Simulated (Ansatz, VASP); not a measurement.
# Rh: VASP beside Ansatz

POSCAR

```
Rh
1.0
    4.3029141980      0.0000000000      0.0000000000
   -2.1514570990      3.7264330058      0.0000000000
    0.0000000000      0.0000000000      2.6403584210
Rh
3
Direct
    1.0000000000      1.0000000000      0.0000000000
    0.3333333333      0.6666666667      0.5000000000
    0.6666666667      0.3333333333      0.5000000000
```

INCAR.step1

```
ALGO = Normal ; EDIFF = 1E-4
ENCUT = 520 ; GGA = PE
ISMEAR = -1 ; LASPH = T
LCHARG = F ; LREAL = F
LWAVE = T ; NBANDS = 30
NELM = 80 ; PREC = Accurate
SIGMA = 0.1
```

INCAR.step2

```
ALGO = Normal ; EDIFF = 1E-6
ENCUT = 520 ; ISIF = 2
ISMEAR = -1 ; ISTART = 1
LASPH = T ; LCHARG = F
LMIXTAU = T ; LREAL = F
LWAVE = F ; METAGGA = R2SCAN
NBANDS = 30 ; NELM = 80
PREC = Accurate ; SIGMA = 0.1
```

The input KPOINTS:

```
k-points
0
Gamma
  10 10 13
```

Input for Ansatz:

```yaml
crystal:
  lattice:
    - [4.302914198, 0.0, 0.0]
    - [-2.151457099, 3.7264330058, 0.0]
    - [0.0, 0.0, 2.640358421]
  atoms:
    - { symbol: Rh, position: [1.0, 1.0, 0.0] }
    - { symbol: Rh, position: [0.3333333333, 0.6666666667, 0.5] }
    - { symbol: Rh, position: [0.6666666667, 0.3333333333, 0.5] }
hamiltonian:
  xc: r2scan
  pseudopotentials:
    kind: paw
    azcp:
      Rh: "pseudopotentials/Rh.paw.azcp"
basis:
  ecutwfc: 500
  fft_grid_basis: typed
kpoints:
  mp_grid: { grid: [10, 10, 13], shift: [0, 0, 0] }
magnetization:
  spin_polarized: false
scf:
  occupations: { method: fermi_dirac, width: 0.1 }
  lower_state_search: "off"
output:
  stress: true
  write_density: true
  write_potential: true
  elf: true
  volumetric_format: npy
```

Alike in both runs: task single point; functional r2SCAN; k mesh 10 × 10 × 13; occupations fermi-dirac, width 0.1 eV; no spin polarisation.

|  | VASP | Ansatz |
| --- | --- | --- |
| version | VASP 6.6.1 | Ansatz 0.2.0 |
| potentials or method | VASP PAW PBE potentials, release 64 (Rh_pv), cutoff 520 eV | plane waves (500 eV) with PAW, scalar-relativistic |
| valence electrons in the cell | 45 | 51 |

VASP gave:

| Item | Value |
| --- | --- |
| pressure (GPa) | 1.1 |
| traceless stress, the component that is largest in VASP (GPa) | -0.67 |

Which values does Ansatz return?

Pressure (GPa): 0.0; traceless stress, the component that is largest in VASP (GPa): -0.57.

VASP's potentials were made for PBE, not for r2SCAN. The functional is the same, so the differences come from potentials, cutoffs and numerics. VASP's potentials hold 45 valence electrons a cell and Ansatz's 51, so a difference there can come from the potentials and not from the codes.
